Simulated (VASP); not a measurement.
# SnSe (rocksalt type) (Fm-3m) in VASP: notebook

The runs below take SnSe (rocksalt type) through single point, with r2SCAN.

Everything below comes from runs of VASP 6.6.1. Logs are shortened: lines on timing, memory, paths and dates and some standing lists are left out, and cuts for length are marked.

### 1 The cell of the first run

It takes space group Fm-3m (No. 225, cubic). Conventional cell: a = 4.931 Å, b = 4.931 Å, c = 4.931 Å, α = 90.00°, β = 90.00°, γ = 90.00°. Within 3.3 Å of Sn (site symmetry m-3m) lie 6 Se at 2.47 Å. Se (site symmetry m-3m) has 6 Sn at 2.47 Å within 3.3 Å.

### 2 Single point, r2SCAN (14.99 Å³/atom)

File POSCAR:

```
SnSe
1.0
    0.0000000000      2.4657090746      2.4657090746
    2.4657090746      0.0000000000      2.4657090746
    2.4657090746      2.4657090746      0.0000000000
Sn Se
1 1
Direct
    0.0000000000      0.0000000000      0.0000000000
    0.5000000000      0.5000000000      0.5000000000
```

File INCAR.step1:

```
ALGO     = Normal         # electronic algorithm
EDIFF    = 1E-4           # SCF threshold, eV
ENCUT    = 520            # plane-wave cutoff, eV
GGA      = PE             # functional
ISMEAR   = -1             # smearing method
LASPH    = T              # aspherical terms in the spheres
LCHARG   = F              # write CHGCAR
LREAL    = F              # projectors in reciprocal space
LWAVE    = T              # write WAVECAR
NBANDS   = 17             # bands
NELM     = 100            # most SCF steps
PREC     = Accurate       # precision mode
SIGMA    = 0.1            # smearing width, eV
```

File INCAR.step2:

```
ALGO     = Normal         # electronic algorithm
EDIFF    = 1E-7           # SCF threshold, eV
ENCUT    = 520            # plane-wave cutoff, eV
ISIF     = 2              # what is computed and relaxed
ISMEAR   = -1             # smearing method
ISTART   = 1            
LASPH    = T              # aspherical terms in the spheres
LCHARG   = F              # write CHGCAR
LMIXTAU  = T            
LREAL    = F              # projectors in reciprocal space
LWAVE    = F              # write WAVECAR
METAGGA  = R2SCAN         # meta-GGA
NBANDS   = 17             # bands
NELM     = 100            # most SCF steps
PREC     = Accurate       # precision mode
SIGMA    = 0.1            # smearing width, eV
```

File KPOINTS:

```
k-points
0
Gamma
  12 12 12
```

Potentials or basis: VASP PAW PBE potentials, release 64 (Sn_d, Se).

Started as:

```sh
$ cat potpaw_PBE.64/Sn_d/POTCAR potpaw_PBE.64/Se/POTCAR > POTCAR
$ cp INCAR.step1 INCAR
$ mpirun -np 1 vasp_std > vasp.out
$ cp INCAR.step2 INCAR
$ mpirun -np 1 vasp_std > vasp.out
```

OUTCAR:

```text
EDIFF = 1E-7
   ENCUT = 520
   ISIF = 2
   ISMEAR = -1
   ISTART = 1
   LASPH = T
   LREAL = F
   METAGGA = R2SCAN
   NELM = 100
   PREC = Accurate

 ion  position               nearest neighbor table
   1  0.000  0.000  0.000-   2 2.47   2 2.47   2 2.47   2 2.47   2 2.47   2 2.47
   2  0.500  0.500  0.500-   1 2.47   1 2.47   1 2.47   1 2.47   1 2.47   1 2.47

  LATTYP: Found a face centered cubic cell.
 ALAT       =     4.9314181492

  Lattice vectors:

 A1 = (   0.0000000000,   2.4657090746,   2.4657090746)
 A2 = (   2.4657090746,   0.0000000000,   2.4657090746)
 A3 = (   2.4657090746,   2.4657090746,   0.0000000000)

Analysis of symmetry for initial positions (statically):
=====================================================================
 Subroutine PRICEL returns:
 Original cell was already a primitive cell.

 Routine SETGRP: Setting up the symmetry group for a
 face centered cubic supercell.

 Subroutine GETGRP returns: Found 48 space group operations
 (whereof 48 operations were pure point group operations)
 out of a pool of 48 trial point group operations.

The static configuration has the point symmetry O_h .

Analysis of symmetry for dynamics (positions and initial velocities):
=====================================================================
 Subroutine PRICEL returns:
 Original cell was already a primitive cell.

 Routine SETGRP: Setting up the symmetry group for a
 face centered cubic supercell.

 Subroutine GETGRP returns: Found 48 space group operations
 (whereof 48 operations were pure point group operations)
 out of a pool of 48 trial point group operations.

The dynamic configuration has the point symmetry O_h .

 Subroutine INISYM returns: Found 48 space group operations
 (whereof 48 operations are pure point group operations),
 and found     1 'primitive' translations

----------------------------------------------------------------------------------------

                                     Primitive cell

  volume of cell :      29.9816

  direct lattice vectors                    reciprocal lattice vectors
     0.000000000  2.465709075  2.465709075    -0.202781425  0.202781425  0.202781425
     2.465709075  0.000000000  2.465709075     0.202781425 -0.202781425  0.202781425
     2.465709075  2.465709075  0.000000000     0.202781425  0.202781425 -0.202781425

  length of vectors
     3.487039214  3.487039214  3.487039214     0.351227731  0.351227731  0.351227731

  position of ions in fractional coordinates (direct lattice)
     0.000000000  0.000000000  0.000000000
     0.500000000  0.500000000  0.500000000

  ion indices of the primitive-cell ions
   primitive index   ion index
                 1           1
                 2           2

----------------------------------------------------------------------------------------

 KPOINTS: k-points

Automatic generation of k-mesh.
 Grid dimensions read from file:
 generate k-points for:   12   12   12

 Generating k-lattice:

  Cartesian coordinates                     Fractional coordinates (reciprocal lattice)
    -0.016898452  0.016898452  0.016898452     0.083333333  0.000000000  0.000000000
     0.016898452 -0.016898452  0.016898452     0.000000000  0.083333333  0.000000000
     0.016898452  0.016898452 -0.016898452     0.000000000  0.000000000  0.083333333

  Length of vectors
     0.029268978  0.029268978  0.029268978

  Shift w.r.t. Gamma in fractional coordinates (k-lattice)
     0.000000000  0.000000000  0.000000000

 Subroutine IBZKPT returns following result:
 ===========================================

 Found     72 irreducible k-points:

 Following reciprocal coordinates:
            Coordinates               Weight
  0.000000  0.000000  0.000000      1.000000
  0.083333  0.000000  0.000000      8.000000
  0.166667  0.000000  0.000000      8.000000
  0.250000  0.000000  0.000000      8.000000
  0.333333  0.000000  0.000000      8.000000
  0.416667  0.000000  0.000000      8.000000
[... 16 lines left out ...]
  0.500000  0.166667  0.000000     24.000000
 -0.416667  0.166667  0.000000     24.000000
 [... further k-points ...]
   k-points           NKPTS =     72   k-points in BZ     NKDIM =     72   number of bands    NBANDS=     17
   number of dos      NEDOS =    301   number of ions     NIONS =      2
   total plane-waves  NPLWV =  21952
   dimension x,y,z NGX =    28 NGY =   28 NGZ =   28
   dimension x,y,z NGXF=    56 NGYF=   56 NGZF=   56
   ions per type =               1   1
   NGX,Y,Z   is equivalent  to a cutoff of  13.35, 13.35, 13.35 a.u.
   NGXF,Y,Z  is equivalent  to a cutoff of  26.70, 26.70, 26.70 a.u.
 SYSTEM =  unknown system
   PREC   = accura    normal or accurate (medium, high low for compatibility)
   ISTART =      1    job   : 0-new  1-cont  2-samecut
   ICHARG =      0    charge: 1-file 2-atom 10-const
   ISPIN  =      1    spin polarized calculation?
   LNONCOLLINEAR =      F non collinear calculations
   LSORBIT =      F    spin-orbit coupling
   LASPH  =      T    aspherical Exc in radial PAW
   ENCUT  =  520.0 eV  38.22 Ry    6.18 a.u.   6.48  6.48  6.48*2*pi/ulx,y,z
   NELM   =    100;   NELMIN=  2; NELMDL=  0     # of ELM steps
   EDIFF  = 0.1E-06   stopping-criterion for ELM
   LREAL  =      F    real-space projection
   EDIFFG = 0.1E-05   stopping-criterion for IOM
   NSW    =      0    number of steps for IOM
   IBRION =     -1    ionic relax: 0-MD 1-quasi-New 2-CG
   NFREE  =      0    steps in history (QN), initial steepest desc. (CG)
   ISIF   =      2    stress and relaxation
   ISYM   =      2    0-nonsym 1-usesym 2-fastsym
   POTIM  = 0.5000    time-step for ionic-motion
   TEBEG  =    0.0;   TEEND  =   0.0 temperature during run
   PSTRESS=    0.0 pullay stress
   NELECT =      20.0000    total number of electrons
   NUPDOWN=      -1.0000    fix difference up-down
   EMIN   =  10.00;   EMAX   =-10.00  energy-range for DOS
   EFERMI =   0.00;   METHOD = LEGACY
   ISMEAR =    -1;   SIGMA  =   0.10  broadening in eV -4-tet -1-fermi 0-gaus
   EFERMI_NEDOS =   21; number of points for ismear=-14 and -15
   IALGO  =     38    algorithm
   IMIX   =      4    mixing-type and parameters
     AMIX     =   0.40;   BMIX     =  1.00
     AMIX_MAG =   1.60;   BMIX_MAG =  1.00
  volume/ion in A,a.u.               =      14.99       101.16
  Fermi-wavevector in a.u.,A,eV,Ry     =   1.430429  2.703119 27.839253  2.046127
  Thomas-Fermi vector in A             =   2.550275
   LORBIT       =      0    0 simple, 1 ext, 2 COOP (PROOUT), +10 PAW based schemes
   METAGGA = R2SCAN    functional components
   LHFCALC =     F    Hartree Fock is set to
   AEXX    =    0.0000 exact exchange contribution
   IVDW    =     0    specifies the selected vdW correction
   LEPSILON=     F    determine dielectric tensor
   LRPA    =     F    only Hartree local field effects (RPA)
 non-spin polarized calculation
  energy-cutoff  :      520.00
  volume of cell :       29.98
 maximum number of plane-waves:       869
 NGX is ok and might be reduce to    28
   NGX = 13   NGY = 13   NGZ = 13

 number of electron      20.0000000 magnetization

 Free energy of the ion-electron system (eV)
  ---------------------------------------------------
  ext. energy  EPLUGINS =         0.00000000
  ---------------------------------------------------
  free energy    TOTEN  =       -34.75479267 eV

  energy without entropy =      -34.73260146  energy(sigma->0) =      -34.74369707

 E-fermi :  15.2374     XC(G=0): -13.4734

 val. band max:       15.2285167940   @ k =   0.5000   0.5000   0.0000
 cond. band min:      15.2431236545   @ k =  -0.4167   0.0833   0.0000
 fundamental gap:      0.0146068605
 Fermi energy:        15.2374311288

 k-point     1 :       0.0000    0.0000    0.0000
  band No.  band energies     occupation
      1      -8.8354      2.00000
      2      -8.8354      2.00000
      3      -8.7687      2.00000
      4      -8.7687      2.00000
      5      -8.7687      2.00000
      6      -6.1503      2.00000
[... 9 lines left out ...]
     16      21.6893      0.00000
     17      21.6893      0.00000

 k-point     2 :       0.0833    0.0000    0.0000
  band No.  band energies     occupation
      1      -8.8422      2.00000
      2      -8.8422      2.00000
      3      -8.7693      2.00000
      4      -8.7620      2.00000
      5      -8.7620      2.00000
      6      -6.0297      2.00000
[... 9 lines left out ...]
     16      21.4918      0.00000
     17      22.9772      0.00000

 k-point     3 :       0.1667    0.0000    0.0000
  band No.  band energies     occupation
      1      -8.8639      2.00000
      2      -8.8639      2.00000
      3      -8.7722      2.00000
      4      -8.7406      2.00000
      5      -8.7406      2.00000
      6      -5.6720      2.00000
[... 9 lines left out ...]
     16      21.1639      0.00000
     17      25.3306      0.00000

 k-point     4 :       0.2500    0.0000    0.0000
  band No.  band energies     occupation
      1      -8.8960      2.00000
      2      -8.8960      2.00000
      3      -8.7781      2.00000
      4      -8.7086      2.00000
      5      -8.7086      2.00000
      6      -5.0952      2.00000
[... 9 lines left out ...]
     16      21.9438      0.00000
     17      28.1459      0.00000
[... 343 lines left out ...]
      1      -9.0750      2.00000
      2      -8.8781      2.00000
      3      -8.7850      2.00000
      4      -8.6827      2.00000
      5      -8.6403      2.00000
      6      -3.5600      2.00000
[... 9 lines left out ...]
     16      26.2045      0.00000
     17      29.7186      0.00000

 k-point    23 :       0.5000    0.1667    0.0000
  band No.  band energies     occupation
      1      -9.0766      2.00000
      2      -8.9089      2.00000
      3      -8.7744      2.00000
      4      -8.6768      2.00000
      5      -8.6312      2.00000
      6      -2.8775      2.00000
[... 9 lines left out ...]
     16      27.1372      0.00000
     17      28.6315      0.00000

 k-point    24 :      -0.4167    0.1667    0.0000
  band No.  band energies     occupation
      1      -9.0534      2.00000
      2      -8.9303      2.00000
      3      -8.7658      2.00000
      4      -8.6757      2.00000
      5      -8.6402      2.00000
      6      -2.7685      2.00000
[... 9 lines left out ...]
     16      25.8072      0.00000
     17      29.9282      0.00000

 [... further k-points ...]

------------------------ aborting loop because EDIFF is reached ----------------------------------------

  FORCE on cell =-STRESS in cart. coord.  units (eV):
  Direction    XX          YY          ZZ          XY          YZ          ZX
  --------------------------------------------------------------------------------------
  -------------------------------------------------------------------------------------
  Total       21.0813206     21.0813206     21.0813206      0.0000000      0.0000000     -0.0000000
  in kB     1126.5562969   1126.5562969   1126.5562969      0.0000000      0.0000000     -0.0000000
  external PRESSURE =    1126.5562969 kB  Pullay stress =       0.0000000 kB

 VOLUME and BASIS-vectors are now :
 -----------------------------------------------------------------------------
  energy-cutoff  :      520.00
  volume of cell :       29.98
      direct lattice vectors                 reciprocal lattice vectors
     0.000000000  2.465709075  2.465709075    -0.202781425  0.202781425  0.202781425
     2.465709075  0.000000000  2.465709075     0.202781425 -0.202781425  0.202781425
     2.465709075  2.465709075  0.000000000     0.202781425  0.202781425 -0.202781425

 POSITION                                       TOTAL-FORCE (eV/Angst)
 -----------------------------------------------------------------------------------
      0.00000      0.00000      0.00000         0.000000     -0.000000      0.000000
      2.46571      2.46571      2.46571        -0.000000      0.000000     -0.000000
 -----------------------------------------------------------------------------------
    total drift:                               -0.000000      0.000000      0.000000

  FREE ENERGIE OF THE ION-ELECTRON SYSTEM (eV)
  ---------------------------------------------------
  free  energy   TOTEN  =       -34.7547926732 eV

  energy  without entropy=      -34.7326014643  energy(sigma->0) =      -34.74369707
```

It took 74 s on 1 thread of Intel Xeon 6975P-C (Granite Rapids), shared host; peak memory 0.19 GiB.

What came out:

```yaml
Free_energy: -34.7548 eV
Pressure: 112.7 GPa
Band_gap_on_the_k_mesh: zero (bands 10 and 11 overlap by 1.06 eV)
```

Levels at points of the mesh, in eV from the Fermi level:
```
           k point  band 7  band 8  band 9  band 10  band 11  band 12  band 13  band 14
(0.00, 0.00, 0.00)   -5.32   -5.32   -5.32    -2.02     4.49     4.49     4.49     6.43
(0.50, 0.00, 0.00)  -13.92   -4.56   -4.56    -1.19    -0.35    -0.35     3.50    10.50
(0.50, 0.50, 0.00)  -12.07   -8.41   -8.41    -7.24    -0.01     9.32     9.32    10.37
```

Caveat: the cell stands under pressure; the PAW data sets were made with another functional, which shifts forces and pressure a little; spin-orbit coupling is left out, which moves the levels of the heavy elements.

(Part 1 of 2 ends here.)
